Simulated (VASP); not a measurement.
# BaTiO3 (Pm-3m) in VASP: a series of runs

BaTiO3 is run at these levels: r2SCAN; tasks: single point.

All numbers are computed with VASP 6.6.1; they aren't measurements. Logs are shortened: lines on timing, memory, paths and dates and some standing lists are left out, and cuts for length are marked.

**1. The cell of the first run**

Symmetry: Pm-3m, No. 221, cubic system. The conventional cell has a = 3.940 Å, b = 3.940 Å, c = 3.940 Å, α = 90.00°, β = 90.00°, γ = 90.00°. Within 3.7 Å of Ba (site symmetry m-3m) lie 12 O at 2.79 Å and 8 Ti at 3.41 Å. Within 2.6 Å of Ti (site symmetry m-3m) lie 6 O at 1.97 Å. Within 2.6 Å of O (site symmetry 4/mmm) lie 2 Ti at 1.97 Å.

**2. Single point, r2SCAN (12.23 Å³/atom)**

File POSCAR:

```
BaTiO3
1.0
    3.9400656845      0.0000000000      0.0000000000
    0.0000000000      3.9400656845      0.0000000000
    0.0000000000      0.0000000000      3.9400656845
Ba Ti O
1 1 3
Direct
    0.5000000000      0.5000000000      0.5000000000
    0.0000000000      0.0000000000      0.0000000000
    0.5000000000      0.0000000000      0.0000000000
    0.0000000000      0.5000000000      0.0000000000
    0.0000000000      0.0000000000      0.5000000000
```

File INCAR.step1:

```
SYSTEM = BaTiO3
PREC = Accurate
ENCUT = 520
ISMEAR = 0
SIGMA = 0.05
LREAL = .FALSE.
LASPH = .TRUE.
NELM = 80
NBANDS = 28
GGA = PE
ALGO = Normal
EDIFF = 1E-4
LWAVE = .TRUE.
LCHARG = .FALSE.
```

File INCAR.step2:

```
SYSTEM = BaTiO3
PREC = Accurate
ENCUT = 520
EDIFF = 1E-6
ISMEAR = 0
SIGMA = 0.05
LREAL = .FALSE.
LASPH = .TRUE.
NELM = 80
ALGO = Normal
ISIF = 2
LWAVE = .FALSE.
LCHARG = .FALSE.
METAGGA = R2SCAN
LMIXTAU = .TRUE.
NBANDS = 28
ISTART = 1
```

File KPOINTS:

```
regular mesh
0
G
  6 6 6
  0 0 0
```

Potentials or basis: VASP PAW PBE potentials, release 64 (Ba_sv, Ti_sv, O).

Run with:

```
> cat potpaw_PBE.64/Ba_sv/POTCAR potpaw_PBE.64/Ti_sv/POTCAR potpaw_PBE.64/O/POTCAR > POTCAR
> cp INCAR.step1 INCAR
> mpirun -np 1 vasp_std > vasp.out
> cp INCAR.step2 INCAR
> mpirun -np 1 vasp_std > vasp.out
```

OUTCAR:

```text
SYSTEM = BaTiO3
   PREC = Accurate
   ENCUT = 520
   EDIFF = 1E-6
   ISMEAR = 0
   LREAL = .FALSE.
   LASPH = .TRUE.
   NELM = 80
   ISIF = 2
   METAGGA = R2SCAN
   ISTART = 1

 ion  position               nearest neighbor table
   1  0.500  0.500  0.500-   3 2.79   4 2.79   5 2.79   3 2.79   4 2.79   3 2.79   5 2.79   3 2.79
                             4 2.79   5 2.79   4 2.79   5 2.79   2 3.41   2 3.41   2 3.41   2 3.41
   2  0.000  0.000  0.000-   3 1.97   4 1.97   5 1.97   5 1.97   4 1.97   3 1.97   1 3.41   1 3.41
                             1 3.41   1 3.41   1 3.41   1 3.41   1 3.41   1 3.41
   3  0.500  0.000  0.000-   2 1.97   2 1.97   1 2.79   1 2.79   1 2.79   1 2.79
   4  0.000  0.500  0.000-   2 1.97   2 1.97   1 2.79   1 2.79   1 2.79   1 2.79
   5  0.000  0.000  0.500-   2 1.97   2 1.97   1 2.79   1 2.79   1 2.79   1 2.79

  LATTYP: Found a simple cubic cell.
 ALAT       =     3.9400656845

  Lattice vectors:

 A1 = (   3.9400656845,   0.0000000000,   0.0000000000)
 A2 = (   0.0000000000,   3.9400656845,   0.0000000000)
 A3 = (   0.0000000000,   0.0000000000,   3.9400656845)

Analysis of symmetry for initial positions (statically):
=====================================================================
 Subroutine PRICEL returns:
 Original cell was already a primitive cell.

 Routine SETGRP: Setting up the symmetry group for a
 simple cubic supercell.

 Subroutine GETGRP returns: Found 48 space group operations
 (whereof 48 operations were pure point group operations)
 out of a pool of 48 trial point group operations.

The static configuration has the point symmetry O_h .

Analysis of symmetry for dynamics (positions and initial velocities):
=====================================================================
 Subroutine PRICEL returns:
 Original cell was already a primitive cell.

 Routine SETGRP: Setting up the symmetry group for a
 simple cubic supercell.

 Subroutine GETGRP returns: Found 48 space group operations
 (whereof 48 operations were pure point group operations)
 out of a pool of 48 trial point group operations.

The dynamic configuration has the point symmetry O_h .

 Subroutine INISYM returns: Found 48 space group operations
 (whereof 48 operations are pure point group operations),
 and found     1 'primitive' translations

----------------------------------------------------------------------------------------

                                     Primitive cell

  volume of cell :      61.1660

  direct lattice vectors                    reciprocal lattice vectors
     3.940065684  0.000000000  0.000000000     0.253802875  0.000000000  0.000000000
     0.000000000  3.940065684  0.000000000     0.000000000  0.253802875  0.000000000
     0.000000000  0.000000000  3.940065684     0.000000000  0.000000000  0.253802875

  length of vectors
     3.940065684  3.940065684  3.940065684     0.253802875  0.253802875  0.253802875

  position of ions in fractional coordinates (direct lattice)
     0.500000000  0.500000000  0.500000000
     0.000000000  0.000000000  0.000000000
     0.500000000  0.000000000  0.000000000
     0.000000000  0.500000000  0.000000000
     0.000000000  0.000000000  0.500000000

  ion indices of the primitive-cell ions
   primitive index   ion index
                 1           1
                 2           2
                 3           3
                 4           4
                 5           5

----------------------------------------------------------------------------------------

 KPOINTS: regular mesh

Automatic generation of k-mesh.
 Grid dimensions read from file:
 generate k-points for:    6    6    6

 Generating k-lattice:

  Cartesian coordinates                     Fractional coordinates (reciprocal lattice)
     0.042300479  0.000000000  0.000000000     0.166666667  0.000000000  0.000000000
     0.000000000  0.042300479  0.000000000     0.000000000  0.166666667  0.000000000
     0.000000000  0.000000000  0.042300479     0.000000000  0.000000000  0.166666667

  Length of vectors
     0.042300479  0.042300479  0.042300479

  Shift w.r.t. Gamma in fractional coordinates (k-lattice)
     0.000000000  0.000000000  0.000000000

 Subroutine IBZKPT returns following result:
 ===========================================

 Found     20 irreducible k-points:

 Following reciprocal coordinates:
            Coordinates               Weight
  0.000000  0.000000  0.000000      1.000000
  0.166667  0.000000  0.000000      6.000000
  0.333333  0.000000  0.000000      6.000000
  0.500000  0.000000  0.000000      3.000000
  0.166667  0.166667  0.000000     12.000000
  0.333333  0.166667  0.000000     24.000000
[... 12 lines left out ...]
  0.500000  0.500000  0.333333      6.000000
  0.500000  0.500000  0.500000      1.000000
   k-points           NKPTS =     20   k-points in BZ     NKDIM =     20   number of bands    NBANDS=     28
   number of dos      NEDOS =    301   number of ions     NIONS =      5
   total plane-waves  NPLWV =  27000
   dimension x,y,z NGX =    30 NGY =   30 NGZ =   30
   dimension x,y,z NGXF=    60 NGYF=   60 NGZF=   60
   ions per type =               1   1   3
   NGX,Y,Z   is equivalent  to a cutoff of  12.66, 12.66, 12.66 a.u.
   NGXF,Y,Z  is equivalent  to a cutoff of  25.32, 25.32, 25.32 a.u.
 SYSTEM =  BaTiO3
   PREC   = accura    normal or accurate (medium, high low for compatibility)
   ISTART =      1    job   : 0-new  1-cont  2-samecut
   ICHARG =      0    charge: 1-file 2-atom 10-const
   ISPIN  =      1    spin polarized calculation?
   LNONCOLLINEAR =      F non collinear calculations
   LSORBIT =      F    spin-orbit coupling
   LASPH  =      T    aspherical Exc in radial PAW
   ENCUT  =  520.0 eV  38.22 Ry    6.18 a.u.   7.33  7.33  7.33*2*pi/ulx,y,z
   NELM   =     80;   NELMIN=  2; NELMDL=  0     # of ELM steps
   EDIFF  = 0.1E-05   stopping-criterion for ELM
   LREAL  =      F    real-space projection
   EDIFFG = 0.1E-04   stopping-criterion for IOM
   NSW    =      0    number of steps for IOM
   IBRION =     -1    ionic relax: 0-MD 1-quasi-New 2-CG
   NFREE  =      0    steps in history (QN), initial steepest desc. (CG)
   ISIF   =      2    stress and relaxation
   ISYM   =      2    0-nonsym 1-usesym 2-fastsym
   POTIM  = 0.5000    time-step for ionic-motion
   TEBEG  =    0.0;   TEEND  =   0.0 temperature during run
   PSTRESS=    0.0 pullay stress
   NELECT =      40.0000    total number of electrons
   NUPDOWN=      -1.0000    fix difference up-down
   EMIN   =  10.00;   EMAX   =-10.00  energy-range for DOS
   EFERMI =   0.00;   METHOD = LEGACY
   ISMEAR =     0;   SIGMA  =   0.05  broadening in eV -4-tet -1-fermi 0-gaus
   EFERMI_NEDOS =   21; number of points for ismear=-14 and -15
   IALGO  =     38    algorithm
   IMIX   =      4    mixing-type and parameters
     AMIX     =   0.40;   BMIX     =  1.00
     AMIX_MAG =   1.60;   BMIX_MAG =  1.00
  volume/ion in A,a.u.               =      12.23        82.55
  Fermi-wavevector in a.u.,A,eV,Ry     =   1.420991  2.685284 27.473099  2.019216
  Thomas-Fermi vector in A             =   2.541848
   LORBIT       =      0    0 simple, 1 ext, 2 COOP (PROOUT), +10 PAW based schemes
   METAGGA = R2SCAN    functional components
   LHFCALC =     F    Hartree Fock is set to
   AEXX    =    0.0000 exact exchange contribution
   IVDW    =     0    specifies the selected vdW correction
   LEPSILON=     F    determine dielectric tensor
   LRPA    =     F    only Hartree local field effects (RPA)
 non-spin polarized calculation
 Gauss-broadening in eV      SIGMA  =   0.05
  energy-cutoff  :      520.00
  volume of cell :       61.17
 maximum number of plane-waves:      1664
 NGX is ok and might be reduce to    30
   NGX = 15   NGY = 15   NGZ = 15

 number of electron      39.9999988 magnetization

 Free energy of the ion-electron system (eV)
  ---------------------------------------------------
  ext. energy  EPLUGINS =         0.00000000
  ---------------------------------------------------
  free energy    TOTEN  =       -74.13035758 eV

  energy without entropy =      -74.13035758  energy(sigma->0) =      -74.13035758

 E-fermi :   4.1249     XC(G=0): -12.1900

 val. band max:        3.9041267741   @ k =   0.5000   0.5000   0.5000
 cond. band min:       6.1486503511   @ k =   0.0000   0.0000   0.0000
 fundamental gap:      2.2445235771
 Fermi energy:         4.1248821586

 k-point     1 :       0.0000    0.0000    0.0000
  band No.  band energies     occupation
      1     -54.7546      2.00000
      2     -29.9428      2.00000
      3     -29.9428      2.00000
      4     -29.9428      2.00000
      5     -21.4677      2.00000
      6     -14.0545      2.00000
[... 20 lines left out ...]
     27       9.5693      0.00000
     28      12.7852      0.00000

 k-point     2 :       0.1667    0.0000    0.0000
  band No.  band energies     occupation
      1     -54.7543      2.00000
      2     -29.9614      2.00000
      3     -29.9422      2.00000
      4     -29.9422      2.00000
      5     -21.4267      2.00000
      6     -14.0939      2.00000
[... 20 lines left out ...]
     27      10.1547      0.00000
     28      13.4567      0.00000

 k-point     3 :       0.3333    0.0000    0.0000
  band No.  band energies     occupation
      1     -54.7535      2.00000
      2     -29.9982      2.00000
      3     -29.9408      2.00000
      4     -29.9408      2.00000
      5     -21.3424      2.00000
      6     -14.2739      2.00000
[... 20 lines left out ...]
     27      11.5424      0.00000
     28      13.0890      0.00000

 k-point     4 :       0.5000    0.0000    0.0000
  band No.  band energies     occupation
      1     -54.7532      2.00000
      2     -30.0164      2.00000
      3     -29.9402      2.00000
      4     -29.9402      2.00000
      5     -21.2990      2.00000
      6     -14.3838      2.00000
[... 454 lines left out ...]
     27      12.5751      0.00000
     28      12.6197      0.00000

 k-point    19 :       0.5000    0.5000    0.3333
  band No.  band energies     occupation
      1     -54.7506      2.00000
      2     -30.0094      2.00000
      3     -30.0094      2.00000
      4     -29.9910      2.00000
      5     -21.1353      2.00000
      6     -13.3062      2.00000
[... 20 lines left out ...]
     27      12.2425      0.00000
     28      12.5501      0.00000

 k-point    20 :       0.5000    0.5000    0.5000
  band No.  band energies     occupation
      1     -54.7502      2.00000
      2     -30.0086      2.00000
      3     -30.0086      2.00000
      4     -30.0086      2.00000
      5     -21.1141      2.00000
      6     -13.1332      2.00000
[... 20 lines left out ...]
     27      12.5503      0.00000
     28      12.5503      0.00000

------------------------ aborting loop because EDIFF is reached ----------------------------------------

  FORCE on cell =-STRESS in cart. coord.  units (eV):
  Direction    XX          YY          ZZ          XY          YZ          ZX
  --------------------------------------------------------------------------------------
  -------------------------------------------------------------------------------------
  Total        3.9732542      3.9732542      3.9732542      0.0000000      0.0000000      0.0000000
  in kB      104.0750316    104.0750316    104.0750316      0.0000000      0.0000000      0.0000000
  external PRESSURE =     104.0750316 kB  Pullay stress =       0.0000000 kB

 VOLUME and BASIS-vectors are now :
 -----------------------------------------------------------------------------
  energy-cutoff  :      520.00
  volume of cell :       61.17
      direct lattice vectors                 reciprocal lattice vectors
     3.940065684  0.000000000  0.000000000     0.253802875  0.000000000  0.000000000
     0.000000000  3.940065684  0.000000000     0.000000000  0.253802875  0.000000000
     0.000000000  0.000000000  3.940065684     0.000000000  0.000000000  0.253802875

 POSITION                                       TOTAL-FORCE (eV/Angst)
 -----------------------------------------------------------------------------------
      1.97003      1.97003      1.97003         0.000000      0.000000      0.000000
      0.00000      0.00000      0.00000         0.000000      0.000000      0.000000
      1.97003      0.00000      0.00000         0.000000      0.000000      0.000000
      0.00000      1.97003      0.00000         0.000000      0.000000      0.000000
      0.00000      0.00000      1.97003         0.000000      0.000000      0.000000
 -----------------------------------------------------------------------------------
    total drift:                                0.000000     -0.000000      0.000000

  FREE ENERGIE OF THE ION-ELECTRON SYSTEM (eV)
  ---------------------------------------------------
  free  energy   TOTEN  =       -74.1303575806 eV

  energy  without entropy=      -74.1303575806  energy(sigma->0) =      -74.13035758
```

Wall time 3 min (1 thread of AMD EPYC 7R13, shared host); peak memory 0.16 GiB.

What came out:

```
Free energy            : -74.1304 eV
Pressure               : 10.4 GPa
Band gap on the k mesh : 2.24 eV (least direct gap 2.35 eV)
```

Caveat: the cell stands under pressure; the PAW data sets were made with another functional, which shifts forces and pressure a little; spin-orbit coupling is left out, which moves the levels of the heavy elements.

**3. Single point, r2SCAN (12.49 Å³/atom)**

This run uses another cell than the first one, of 12.49 Å³/atom.

Changes to POSCAR since step 2:

```diff
@@ -2,5 +2,5 @@
 1.0
-    3.9400656845      0.0000000000      0.0000000000
-    0.0000000000      3.9400656845      0.0000000000
-    0.0000000000      0.0000000000      3.9400656845
+    3.9672394100      0.0000000000      0.0000000000
+    0.0000000000      3.9672394100      0.0000000000
+    0.0000000000      0.0000000000      3.9672394100
 Ba Ti O
```

File INCAR.step1:

```
ALGO = Normal ; EDIFF = 1E-4
ENCUT = 520 ; GGA = PE
ISMEAR = 0 ; LASPH = True
LCHARG = False ; LREAL = False
LWAVE = True ; NBANDS = 28
NELM = 100 ; PREC = Accurate
SIGMA = 0.05
```

File INCAR.step2:

```
ALGO = Normal ; EDIFF = 1E-6
ENCUT = 520 ; ISIF = 2
ISMEAR = 0 ; ISTART = 1
LASPH = True ; LCHARG = False
LMIXTAU = True ; LREAL = False
LWAVE = False ; METAGGA = R2SCAN
NBANDS = 28 ; NELM = 100
PREC = Accurate ; SIGMA = 0.05
```

File KPOINTS:

```
k-points
0
Gamma
  6 6 6
```

Potentials or basis: VASP PAW PBE potentials, release 64 (Ba_sv, Ti_sv, O).

Run with:

```
> cat potpaw_PBE.64/Ba_sv/POTCAR potpaw_PBE.64/Ti_sv/POTCAR potpaw_PBE.64/O/POTCAR > POTCAR
> cp INCAR.step1 INCAR
> mpirun -np 1 vasp_std > vasp.out
> cp INCAR.step2 INCAR
> mpirun -np 1 vasp_std > vasp.out
```

It took 3 min on 1 thread of AMD EPYC 7R13, shared host; peak memory 0.16 GiB.

It converged, with:

```
Free energy            : -74.1969 eV
Pressure               : 6.0 GPa
Band gap on the k mesh : 2.20 eV (least direct gap 2.33 eV)
```

Levels at points of the mesh, in eV from the valence-band top:
```csv
k point,band 17,band 18,band 19,band 20,band 21,band 22,band 23,band 24
"(0.00, 0.00, 0.00)",-1.17,-0.13,-0.13,-0.13,2.20,2.20,2.20,4.36
"(0.50, 0.00, 0.00)",-1.86,-1.86,-0.75,-0.75,2.36,4.00,4.00,4.37
"(0.50, 0.50, 0.00)",-1.77,-0.87,-0.87,-0.09,4.00,4.00,4.46,5.32
"(0.50, 0.50, 0.50)",-2.41,0.00,0.00,0.00,4.72,4.72,4.72,7.54
```

Caveat: the cell stands under pressure; the PAW data sets were made with another functional, which shifts forces and pressure a little; spin-orbit coupling is left out, which moves the levels of the heavy elements.

(Continued in part 2 of 3.)
